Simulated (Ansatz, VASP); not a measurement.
**Ta3H in VASP and in Ansatz**

File INCAR:

```
ALGO     = Normal         # electronic algorithm
DIPOL    = 0.5 0.5 0.325
EDIFF    = 1E-6           # SCF threshold, eV
ENCUT    = 520            # plane-wave cutoff, eV
GGA      = PE             # functional
IDIPOL   = 3            
ISIF     = 2              # what is computed and relaxed
ISMEAR   = 0              # smearing method
ISPIN    = 2              # spin polarisation
LASPH    = True           # aspherical terms in the spheres
LCHARG   = False          # write CHGCAR
LDIPOL   = True         
LMAXMIX  = 4              # l up to which the mixer works
LORBIT   = 11             # projections on sites
LREAL    = False          # projectors in reciprocal space
LWAVE    = False          # write WAVECAR
MAGMOM   = 0 0 0 1        # initial moments
NBANDS   = 29             # bands
NELM     = 150            # most SCF steps
PREC     = Accurate       # precision mode
SIGMA    = 0.1            # smearing width, eV
```

KPOINTS

```
k-points
0
Gamma
  10 10 1
```

File POSCAR:

```
Ta3H
1.0
    2.8743098520      0.0000000000      0.0000000000
   -0.9581032840      2.7099253168      0.0000000000
    0.0000000000      0.0000000000     21.5266897253
Ta H
3 1
Direct
    0.5000000000      0.5000000000      0.1858158431
    0.0000000000      0.0000000000      0.2909732295
    0.5000000000      0.5000000000      0.3960985100
    1.0000000000      1.0000000000      0.4281517429
```

Input for Ansatz:

```yaml
crystal:
  lattice:
    - [2.874309852, 0.0, 0.0]
    - [-0.958103284, 2.7099253168, 0.0]
    - [0.0, 0.0, 21.5266897253]
  atoms:
    - { symbol: Ta, position: [0.5, 0.5, 0.1858158431] }
    - { symbol: Ta, position: [0.0, 0.0, 0.2909732295] }
    - { symbol: Ta, position: [0.5, 0.5, 0.39609851] }
    - { symbol: H, position: [1.0, 1.0, 0.4281517429], spin: 1.0 }
basis:
  ecutwfc: 420
kpoints:
  mp_grid: { grid: [10, 10, 1] }
hamiltonian:
  xc: pbe
  pseudopotentials: { kind: paw, azcp: { folder: soft_1 } }
scf:
  occupations: { method: gaussian, width: 0.1 }
output:
  forces: true
  eigenvalues: true
  populations: true
magnetization:
  spin_polarized: true
efield:
  axis: 3
  dipole_correction: true
  ramp_width: 0.04
```

Alike in both runs: task single point; functional PBE; k mesh 10 × 10 × 1; occupations gaussian, width 0.1 eV; collinear spin.

|  | VASP | Ansatz |
| --- | --- | --- |
| version | VASP 6.6.1 | Ansatz 0.2.0 |
| potentials or method | VASP PAW PBE potentials, release 64 (Ta_pv, H), cutoff 520 eV | scalar-relativistic, plane waves, PAW |
| valence electrons in the cell | 34 | 40 |

VASP gave:

* gap on the k mesh at the Fermi level (eV): none
* rms of the force components (eV/Å): 0.443
* net moment per atom (μB): 0.00

Problem. Which values does Ansatz return?

Solution. gap on the k mesh at the Fermi level (eV): none; rms of the force components (eV/Å): 0.440; net moment per atom (μB): 0.00.

Atom by atom the forces differ by 0.003 eV/Å (rms over components). A gap of «none» marks a metal or a gap that the smearing closes. With one functional, cell and mesh, what is left measures potentials, basis and numerics. VASP's potentials hold 34 valence electrons a cell and Ansatz's 40, so a difference there can come from the potentials and not from the codes. Ansatz's warnings: seeded moment not kept.

Neither program's run includes spin-orbit coupling.
